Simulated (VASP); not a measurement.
Runs of VASP 6.6.1 on Al3TeO4. The structure is that of space group Pm-3m (No. 221), or close to it. The cells are those of the table. 

```tsv
task	cell	k mesh	cutoff (eV)	gap on the mesh (eV)	pressure (GPa)	relaxed volume (Å³/atom)
single point	a = 4.866 Å, 8 atoms	8 × 8 × 8	520	none	0.1	-
relaxation of cell and atoms	relaxed from a = 4.878 Å, 8 atoms	8 × 8 × 8	600	none	0.0	(a)
single point	a = 4.878 Å, 8 atoms	4 × 4 × 4	520	none	-0.2	-
single point	a = 6.285 Å, 8 atoms	4 × 4 × 4	520	none	(b)	-
relaxation of cell and atoms	relaxed from a = 6.285 Å, 8 atoms	4 × 4 × 4	600	none	0.2	14.46
```

Alike in all rows: level PBE; potentials or basis VASP PAW PBE potentials, release 64 (Al, Te, O); no spin polarisation; smearing gaussian 0.1 eV.

Q: Estimate the missing entries.

A: (a) 14.40; (b) -10.4.

Caveats: spin-orbit coupling is left out, which moves the levels of the heavy elements; an odd number of electrons without spin polarisation forces a metal; a magnetic or distorted state may lie lower; the volume moved by over 15 % at a fixed basis, so the end points are rough (some runs).

A k mesh can miss the band edges, and the runs leave out spin-orbit coupling on Te.

A gap of «none» marks levels without a gap at the run's occupations.
